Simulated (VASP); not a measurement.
# BN (I-4m2) in VASP: further runs

BN is run at these levels: r2SCAN; tasks: single point.

Program: VASP 6.6.1. These are calculated values, not measurements. Logs are shortened: lines on timing, memory, paths and dates and some standing lists are left out, and cuts for length are marked.

### Step 1. The cell of the first run

Symmetry: I-4m2, No. 119, tetragonal system. Conventional cell: a = 2.348 Å, b = 2.348 Å, c = 3.754 Å, α = 90.00°, β = 90.00°, γ = 90.00°. B (site symmetry -4m2) has 4 N at 1.50 Å within 2.0 Å. N (site symmetry -4m2) has 4 B at 1.50 Å within 2.0 Å.

### Step 2. Single point, r2SCAN (strain -0.080 along x and y, +0.040 along z)

POSCAR

```
BN
1.0
    0.0000000000      1.6604286547      1.8770063053
    1.6604286547      0.0000000000      1.8770063053
    1.6604286547      1.6604286547      0.0000000000
B N
1 1
Direct
    0.0000000000      0.0000000000      0.0000000000
    0.7500000000      0.7500000000      0.7500000000
```

INCAR.step1

```
SYSTEM = BN
ALGO     = Normal         ! electronic algorithm
EDIFF    = 1E-4           ! SCF threshold, eV
ENCUT    = 520            ! plane-wave cutoff, eV
GGA      = PE             ! functional
ISMEAR   = 0              ! smearing method
LASPH    = .TRUE.         ! aspherical terms in the spheres
LCHARG   = .FALSE.        ! write CHGCAR
LREAL    = .FALSE.        ! projectors in reciprocal space
LWAVE    = .TRUE.         ! write WAVECAR
NBANDS   = 11             ! bands
NELM     = 60             ! most SCF steps
PREC     = Accurate       ! precision mode
SIGMA    = 0.05           ! smearing width, eV
```

INCAR.step2

```
SYSTEM = BN
ALGO     = Normal         ! electronic algorithm
EDIFF    = 1E-7           ! SCF threshold, eV
ENCUT    = 520            ! plane-wave cutoff, eV
ISIF     = 2              ! what is computed and relaxed
ISMEAR   = 0              ! smearing method
ISTART   = 1            
LASPH    = .TRUE.         ! aspherical terms in the spheres
LCHARG   = .TRUE.         ! write CHGCAR
LELF     = .TRUE.         ! ELF
LMIXTAU  = .TRUE.       
LREAL    = .FALSE.        ! projectors in reciprocal space
LVHAR    = .TRUE.       
LWAVE    = .FALSE.        ! write WAVECAR
METAGGA  = R2SCAN         ! meta-GGA
NBANDS   = 11             ! bands
NELM     = 60             ! most SCF steps
PREC     = Accurate       ! precision mode
SIGMA    = 0.05           ! smearing width, eV
```

KPOINTS

```
k-points
0
G
  12 12 12
  0 0 0
```

Potentials or basis: VASP PAW PBE potentials, release 64 (B, N).

Started as:

```bash
> cat potpaw_PBE.64/B/POTCAR potpaw_PBE.64/N/POTCAR > POTCAR
> cp INCAR.step1 INCAR
> mpirun -np 1 vasp_std > vasp.out
> cp INCAR.step2 INCAR
> mpirun -np 1 vasp_std > vasp.out
```

OUTCAR:

```text
SYSTEM = BN
   EDIFF = 1E-7
   ENCUT = 520
   ISIF = 2
   ISMEAR = 0
   ISTART = 1
   LASPH = .TRUE.
   LREAL = .FALSE.
   METAGGA = R2SCAN
   NELM = 60
   PREC = Accurate

 ion  position               nearest neighbor table
   1  0.000  0.000  0.000-   2 1.50   2 1.50   2 1.50   2 1.50
   2  0.750  0.750  0.750-   1 1.50   1 1.50   1 1.50   1 1.50

  LATTYP: Found a body centered tetragonal cell.
 ALAT       =     2.3482007228
 C/A-ratio  =     1.5986762009

  Lattice vectors:

 A1 = (  -1.6604286547,   0.0000000000,   1.8770063053)
 A2 = (   1.6604286547,   0.0000000000,   1.8770063053)
 A3 = (   0.0000000000,   1.6604286547,  -1.8770063053)

Analysis of symmetry for initial positions (statically):
=====================================================================
 Subroutine PRICEL returns:
 Original cell was already a primitive cell.

 Routine SETGRP: Setting up the symmetry group for a
 body centered tetragonal supercell.

 Subroutine GETGRP returns: Found  8 space group operations
 (whereof  8 operations were pure point group operations)
 out of a pool of 16 trial point group operations.

The static configuration has the point symmetry D_2d.

Analysis of symmetry for dynamics (positions and initial velocities):
=====================================================================
 Subroutine PRICEL returns:
 Original cell was already a primitive cell.

 Routine SETGRP: Setting up the symmetry group for a
 body centered tetragonal supercell.

 Subroutine GETGRP returns: Found  8 space group operations
 (whereof  8 operations were pure point group operations)
 out of a pool of 16 trial point group operations.

The dynamic configuration has the point symmetry D_2d.

 Subroutine INISYM returns: Found  8 space group operations
 (whereof  8 operations are pure point group operations),
 and found     1 'primitive' translations

----------------------------------------------------------------------------------------

                                     Primitive cell

  volume of cell :      10.3499

  direct lattice vectors                    reciprocal lattice vectors
     0.000000000  1.660428655  1.877006305    -0.301127061  0.301127061  0.266381630
     1.660428655  0.000000000  1.877006305     0.301127061 -0.301127061  0.266381630
     1.660428655  1.660428655  0.000000000     0.301127061  0.301127061 -0.266381630

  length of vectors
     2.506027930  2.506027930  2.348200723     0.502308855  0.502308855  0.502308855

  position of ions in fractional coordinates (direct lattice)
     0.000000000  0.000000000  0.000000000
     0.750000000  0.750000000  0.750000000

  ion indices of the primitive-cell ions
   primitive index   ion index
                 1           1
                 2           2

----------------------------------------------------------------------------------------

 KPOINTS: k-points

Automatic generation of k-mesh.
 Grid dimensions read from file:
 generate k-points for:   12   12   12

 Generating k-lattice:

  Cartesian coordinates                     Fractional coordinates (reciprocal lattice)
    -0.025093922  0.025093922  0.022198469     0.083333333  0.000000000  0.000000000
     0.025093922 -0.025093922  0.022198469     0.000000000  0.083333333  0.000000000
     0.025093922  0.025093922 -0.022198469    -0.000000000 -0.000000000  0.083333333

  Length of vectors
     0.041859071  0.041859071  0.041859071

  Shift w.r.t. Gamma in fractional coordinates (k-lattice)
     0.000000000  0.000000000  0.000000000

 Subroutine IBZKPT returns following result:
 ===========================================

 Found    163 irreducible k-points:

 Following reciprocal coordinates:
            Coordinates               Weight
  0.000000  0.000000  0.000000      1.000000
  0.083333  0.000000  0.000000      8.000000
  0.166667 -0.000000  0.000000      8.000000
  0.250000  0.000000  0.000000      8.000000
  0.333333  0.000000  0.000000      8.000000
  0.416667  0.000000  0.000000      8.000000
[... 16 lines left out ...]
  0.500000  0.166667  0.000000      8.000000
 -0.416667  0.166667  0.000000      8.000000
 [... further k-points ...]
   k-points           NKPTS =    163   k-points in BZ     NKDIM =    163   number of bands    NBANDS=     11
   number of dos      NEDOS =    301   number of ions     NIONS =      2
   total plane-waves  NPLWV =   7200
   dimension x,y,z NGX =    20 NGY =   20 NGZ =   18
   dimension x,y,z NGXF=    40 NGYF=   40 NGZF=   36
   ions per type =               1   1
   NGX,Y,Z   is equivalent  to a cutoff of  13.27, 13.27, 12.74 a.u.
   NGXF,Y,Z  is equivalent  to a cutoff of  26.54, 26.54, 25.49 a.u.
 SYSTEM =  BN
   PREC   = accura    normal or accurate (medium, high low for compatibility)
   ISTART =      1    job   : 0-new  1-cont  2-samecut
   ICHARG =      0    charge: 1-file 2-atom 10-const
   ISPIN  =      1    spin polarized calculation?
   LNONCOLLINEAR =      F non collinear calculations
   LSORBIT =      F    spin-orbit coupling
   LASPH  =      T    aspherical Exc in radial PAW
   ENCUT  =  520.0 eV  38.22 Ry    6.18 a.u.   4.66  4.66  4.37*2*pi/ulx,y,z
   NELM   =     60;   NELMIN=  2; NELMDL=  0     # of ELM steps
   EDIFF  = 0.1E-06   stopping-criterion for ELM
   LREAL  =      F    real-space projection
   EDIFFG = 0.1E-05   stopping-criterion for IOM
   NSW    =      0    number of steps for IOM
   IBRION =     -1    ionic relax: 0-MD 1-quasi-New 2-CG
   NFREE  =      0    steps in history (QN), initial steepest desc. (CG)
   ISIF   =      2    stress and relaxation
   ISYM   =      2    0-nonsym 1-usesym 2-fastsym
   POTIM  = 0.5000    time-step for ionic-motion
   TEBEG  =    0.0;   TEEND  =   0.0 temperature during run
   PSTRESS=    0.0 pullay stress
   NELECT =       8.0000    total number of electrons
   NUPDOWN=      -1.0000    fix difference up-down
   EMIN   =  10.00;   EMAX   =-10.00  energy-range for DOS
   EFERMI =   0.00;   METHOD = LEGACY
   ISMEAR =     0;   SIGMA  =   0.05  broadening in eV -4-tet -1-fermi 0-gaus
   EFERMI_NEDOS =   21; number of points for ismear=-14 and -15
   IALGO  =     38    algorithm
   IMIX   =      4    mixing-type and parameters
     AMIX     =   0.40;   BMIX     =  1.00
     AMIX_MAG =   1.60;   BMIX_MAG =  1.00
  volume/ion in A,a.u.               =       5.17        34.92
  Fermi-wavevector in a.u.,A,eV,Ry     =   1.502425  2.839171 30.712167  2.257281
  Thomas-Fermi vector in A             =   2.613667
   LORBIT       =      0    0 simple, 1 ext, 2 COOP (PROOUT), +10 PAW based schemes
   METAGGA = R2SCAN    functional components
   LHFCALC =     F    Hartree Fock is set to
   AEXX    =    0.0000 exact exchange contribution
   IVDW    =     0    specifies the selected vdW correction
   LEPSILON=     F    determine dielectric tensor
   LRPA    =     F    only Hartree local field effects (RPA)
 non-spin polarized calculation
 Gauss-broadening in eV      SIGMA  =   0.05
  energy-cutoff  :      520.00
  volume of cell :       10.35
 maximum number of plane-waves:       287
   NGX =  9   NGY =  9   NGZ =  9

 number of electron       8.0000000 magnetization

 Free energy of the ion-electron system (eV)
  ---------------------------------------------------
  ext. energy  EPLUGINS =         0.00000000
  ---------------------------------------------------
  free energy    TOTEN  =       -18.63940794 eV

  energy without entropy =      -18.63940794  energy(sigma->0) =      -18.63940794

 E-fermi :   9.9235     XC(G=0): -14.3747

 val. band max:        9.5436790609   @ k =   0.0000   0.0000   0.0000
 cond. band min:      13.3991700436   @ k =   0.5000   0.0000   0.5000
 fundamental gap:      3.8554909827
 Fermi energy:         9.9234683222

 k-point     1 :       0.0000    0.0000    0.0000
  band No.  band energies     occupation
      1     -13.9149      2.00000
      2       7.8828      2.00000
      3       9.5437      2.00000
      4       9.5437      2.00000
      5      19.0191      0.00000
      6      19.0191      0.00000
      7      19.9503      0.00000
      8      22.2518      0.00000
      9      34.7183      0.00000
     10      36.5281      0.00000
     11      37.9653      0.00000

 k-point     2 :       0.0833    0.0000    0.0000
  band No.  band energies     occupation
      1     -13.7189      2.00000
      2       7.3682      2.00000
      3       8.7740      2.00000
      4       9.3882      2.00000
      5      18.9879      0.00000
      6      19.3598      0.00000
      7      20.5708      0.00000
      8      22.7791      0.00000
      9      33.3785      0.00000
     10      37.4814      0.00000
     11      39.2029      0.00000

 k-point     3 :       0.1667   -0.0000    0.0000
  band No.  band energies     occupation
      1     -13.1371      2.00000
      2       5.4684      2.00000
      3       7.6485      2.00000
      4       9.0137      2.00000
      5      18.9917      0.00000
      6      20.2054      0.00000
      7      21.6036      0.00000
      8      24.1008      0.00000
      9      32.6368      0.00000
     10      37.0287      0.00000
     11      37.4589      0.00000

 k-point     4 :       0.2500    0.0000    0.0000
  band No.  band energies     occupation
      1     -12.1926      2.00000
      2       2.7454      2.00000
      3       6.7905      2.00000
      4       8.5909      2.00000
      5      18.8949      0.00000
      6      21.1453      0.00000
      7      22.4749      0.00000
      8      25.4869      0.00000
      9      33.1620      0.00000
     10      36.2874      0.00000
     11      36.7679      0.00000
[... 239 lines left out ...]
 k-point    22 :       0.4167    0.1667    0.0000
  band No.  band energies     occupation
      1     -10.2627      2.00000
      2      -0.0594      2.00000
      3       4.1757      2.00000
      4       6.7009      2.00000
      5      19.7177      0.00000
      6      23.0684      0.00000
      7      24.4197      0.00000
      8      26.5183      0.00000
      9      31.9304      0.00000
     10      38.0525      0.00000
     11      41.1688      0.00000

 k-point    23 :       0.5000    0.1667    0.0000
  band No.  band energies     occupation
      1      -9.0112      2.00000
      2      -1.9918      2.00000
      3       3.3889      2.00000
      4       6.8756      2.00000
      5      19.9319      0.00000
      6      23.2369      0.00000
      7      24.2058      0.00000
      8      27.6337      0.00000
      9      33.3619      0.00000
     10      38.4279      0.00000
     11      40.2461      0.00000

 k-point    24 :      -0.4167    0.1667    0.0000
  band No.  band energies     occupation
      1      -8.4748      2.00000
      2      -2.7135      2.00000
      3       2.9980      2.00000
      4       7.2884      2.00000
      5      20.3269      0.00000
      6      23.2443      0.00000
      7      23.6654      0.00000
      8      27.5123      0.00000
      9      34.4442      0.00000
     10      37.6253      0.00000
     11      39.3056      0.00000

 [... further k-points ...]
[... 5 lines left out ...]
  --------------------------------------------------------------------------------------
  -------------------------------------------------------------------------------------
  Total        6.4536905      6.4536905     -0.4164924      0.0000000      0.0000000     -0.0000000
  in kB      999.0392524    999.0392524    -64.4735348      0.0000000      0.0000000     -0.0000000
  external PRESSURE =     644.5349900 kB  Pullay stress =       0.0000000 kB

 VOLUME and BASIS-vectors are now :
 -----------------------------------------------------------------------------
  energy-cutoff  :      520.00
  volume of cell :       10.35
      direct lattice vectors                 reciprocal lattice vectors
     0.000000000  1.660428655  1.877006305    -0.301127061  0.301127061  0.266381630
     1.660428655  0.000000000  1.877006305     0.301127061 -0.301127061  0.266381630
     1.660428655  1.660428655  0.000000000     0.301127061  0.301127061 -0.266381630

 POSITION                                       TOTAL-FORCE (eV/Angst)
 -----------------------------------------------------------------------------------
      0.00000      0.00000      0.00000        -0.000000     -0.000000      0.000000
      2.49064      2.49064      2.81551         0.000000      0.000000     -0.000000
 -----------------------------------------------------------------------------------
    total drift:                               -0.000046     -0.000046      0.000029

  FREE ENERGIE OF THE ION-ELECTRON SYSTEM (eV)
  ---------------------------------------------------
  free  energy   TOTEN  =       -18.6394079446 eV

  energy  without entropy=      -18.6394079446  energy(sigma->0) =      -18.63940794
```

Wall time 49 s (1 thread of AMD EPYC 9R45 (Zen 5), shared host); peak memory 0.1 GiB.

Results:

```yaml
Free_energy: -18.6394 eV
Pressure: 64.5 GPa
Band_gap_on_the_k_mesh: 3.86 eV (least direct gap 9.27 eV)
```

Stress tensor (GPa, compression positive):
```
99.90  0.00  0.00
 0.00 99.90  0.00
 0.00  0.00 -6.45
```

Caveat: the cell differs from its parent crystal (strain -0.080 along x and y, +0.040 along z); the cell stands under pressure; the PAW data sets were made with another functional, which shifts forces and pressure a little. A k mesh can miss the band edges.

(Part 1 of 2 ends here.)
